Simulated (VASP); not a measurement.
## PbSe: single point with LDA

PbSe:

```
Pb Se
1.0
     0.00000    3.14845    2.89658
     3.14845    0.00000    2.89658
     3.14845    3.14845    0.00000
Pb Se
1 1
Direct
  0.00000 0.00000 0.00000
  0.50000 0.50000 0.50000
```

This cell differs from its parent crystal: ratio of the length along z to the lengths across it x 0.92, volume and fractional coordinates fixed.

| Property | Result |
| --- | --- |
| Program | VASP 6.6.1 |
| Task | single point |
| Functional | LDA |
| Potentials or basis | VASP PAW LDA potentials, release 64 (Pb_d, Se) |
| Cutoff | 520 eV |
| k mesh | 10 × 10 × 10 |
| Occupations | gaussian, width 0.03 eV |
| Spin | no spin polarisation |
| Dipole correction | no |
| Further INCAR settings | ALGO = Normal; EDIFF = 1e-06; NBANDS = 17 |

The pressure is -1.0 GPa and the band gap on the k mesh is 0.05 eV.

Stress tensor (GPa, compression positive):
```
-4.80  0.00  0.00
 0.00 -4.80  0.00
 0.00  0.00  6.48
```

Levels at points of the mesh, in eV from the valence-band top:
```
           k point  band 8  band 9  band 10  band 11  band 12  band 13
(0.00, 0.00, 0.00)   -2.54   -1.75    -1.75     3.86     3.86     5.90
(0.50, 0.00, 0.00)   -1.67   -1.54     0.00     0.05     1.25     1.82
(0.50, 0.50, 0.00)   -5.26   -3.50    -3.50     3.27     5.13     5.13
(0.50, 0.00, 0.50)   -5.10   -3.76    -2.86     3.64     4.56     5.49
```

It took 38 s on 1 thread of Intel(R) Xeon(R) 6975P-C (Granite Rapids), on a shared host, peak memory 0.23 GiB.

Caveat: spin-orbit coupling is left out, which moves the levels of the heavy elements. A k mesh can miss the band edges.
